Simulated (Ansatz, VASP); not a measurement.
**SiC in VASP and in Ansatz**

```xyz
4
Lattice="3.0760 0.0000 0.0000 -1.5380 2.6639 0.0000 0.0000 0.0000 5.0480" Properties=species:S:1:pos:R:3 pbc="T T T"
Si    0.0000    1.7759    0.0000
Si    1.5380    0.8880    2.5240
C     0.0000    1.7759    1.9435
C     1.5380    0.8880    4.4675
```

Alike in both runs: task single point; functional PBE; k mesh 12 × 12 × 4; no spin polarisation.

```csv
,VASP,Ansatz
version,VASP 6.6.1,Ansatz 0.2.0
potentials or method,"VASP PAW PBE potentials, release 64 (Si, C)","plane waves, PAW"
plane-wave cutoff (eV),520,420
occupations,"gaussian, width 0.01 eV",fixed
valence electrons in the cell,16,16
```

VASP gave:

* gap on the k mesh at the Fermi level (eV): 2.32
* pressure (GPa): 3.6
* traceless stress, the component that is largest in VASP (GPa): -3.24
* rms of the force components (eV/Å): 0.434

Problem. Estimate Ansatz's values.

Solution. gap on the k mesh at the Fermi level (eV): 2.33; pressure (GPa): 3.7; traceless stress, the component that is largest in VASP (GPa): -3.26; rms of the force components (eV/Å): 0.434.

Atom by atom the forces differ by 0.000 eV/Å (rms over components).
